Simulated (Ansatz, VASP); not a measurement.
## Two plane-wave programs on B2AsH2

```
B H As
1.0
     2.92251    0.00000    0.00000
    -1.46126    2.53097    0.00000
     0.00000    0.00000    6.49591
B H As
2 2 1
Direct
  0.33333 0.66667 0.50000
  0.66667 0.33333 0.50000
  0.00000 0.00000 0.26054
  0.00000 0.00000 0.73946
  0.00000 0.00000 0.00000
```

Alike in both runs: functional PBE; k mesh 12 × 12 × 6; occupations gaussian, width 0.1 eV; no spin polarisation.

Ansatz relaxed the structure, and its values are those at the end. VASP's run is a single point on that final structure, the one shown.

|  | VASP | Ansatz |
| --- | --- | --- |
| version | VASP 6.6.1 | Ansatz 0.2.0 |
| potentials or method | VASP PAW PBE potentials, release 64 (B, H, As), cutoff 520 eV | scalar-relativistic, plane waves, PAW |
| valence electrons in the cell | 13 | 23 |

VASP gave:

```
gap on the k mesh at the Fermi level (eV) : none
pressure (GPa)                            : 0.1
rms of the force components (eV/Å)        : 0.009
```

Question: Estimate Ansatz's values.

Answer: gap on the k mesh at the Fermi level (eV): none; pressure (GPa): 0.0; rms of the force components (eV/Å): 0.000.

A gap of «none» marks a metal or a gap that the smearing closes. VASP's potentials hold 13 valence electrons a cell and Ansatz's 23, so a difference there can come from the potentials and not from the codes.
